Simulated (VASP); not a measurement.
Wanted: the native input for a VASP 6.6.1 run.

* Task: single point
* Functional: r2SCAN
* Potentials or basis: VASP PAW PBE potentials, release 64 (Ag, Cl)
* Cutoff: 520 eV
* k mesh: 8 × 8 × 8
* Occupations: gaussian, width 0.05 eV
* Spin: no spin polarisation
* Dipole correction: no
* Further INCAR settings: ALGO = Normal; EDIFF = 1e-06; NBANDS = 16

The system is AgCl.

```
CELL_PARAMETERS angstrom
0.00000 2.68996 2.77315
2.68996 0.00000 2.77315
2.68996 2.68996 0.00000
ATOMIC_POSITIONS crystal
Ag 0.50000 0.50000 0.50000
Cl 0.00000 0.00000 0.00000
```

This cell differs from its parent crystal: strain -0.030 along x and y, +0.000 along z.

The input as run:

POSCAR

```
AgCl
1.0
    0.0000000000      2.6899555000      2.7731500000
    2.6899555000      0.0000000000      2.7731500000
    2.6899555000      2.6899555000      0.0000000000
Ag Cl
1 1
Direct
    0.5000000000      0.5000000000      0.5000000000
    0.0000000000      0.0000000000      0.0000000000
```

INCAR.step1

```
ALGO = Normal
EDIFF = 1E-4
ENCUT = 520
GGA = PE
ISMEAR = 0
LASPH = True
LCHARG = False
LREAL = False
LWAVE = True
NBANDS = 16
NELM = 60
PREC = Accurate
SIGMA = 0.05
```

INCAR.step2

```
ALGO = Normal
EDIFF = 1E-6
ENCUT = 520
ISIF = 2
ISMEAR = 0
ISTART = 1
LASPH = True
LCHARG = False
LMIXTAU = True
LREAL = False
LWAVE = False
METAGGA = R2SCAN
NBANDS = 16
NELM = 60
PREC = Accurate
SIGMA = 0.05
```

KPOINTS

```
k-points
0
Gamma
  8 8 8
```

Potentials or basis: VASP PAW PBE potentials, release 64 (Ag, Cl).

Launch:

```sh
$ cat potpaw_PBE.64/Ag/POTCAR potpaw_PBE.64/Cl/POTCAR > POTCAR
$ cp INCAR.step1 INCAR
$ mpirun -np 1 vasp_std > vasp.out
$ cp INCAR.step2 INCAR
$ mpirun -np 1 vasp_std > vasp.out
```

Results of the run:

```
Pressure               : 3.6 GPa
Band gap on the k mesh : 1.32 eV (least direct gap 3.93 eV)
```

Caveat: the cell differs from its parent crystal (strain -0.030 along x and y, +0.000 along z); the cell stands under pressure; the PAW data sets were made with another functional, which shifts forces and pressure a little.

It took 69 s on 1 thread of Intel(R) Xeon(R) 6975P-C (Granite Rapids), on a shared host, peak memory 0.19 GiB.
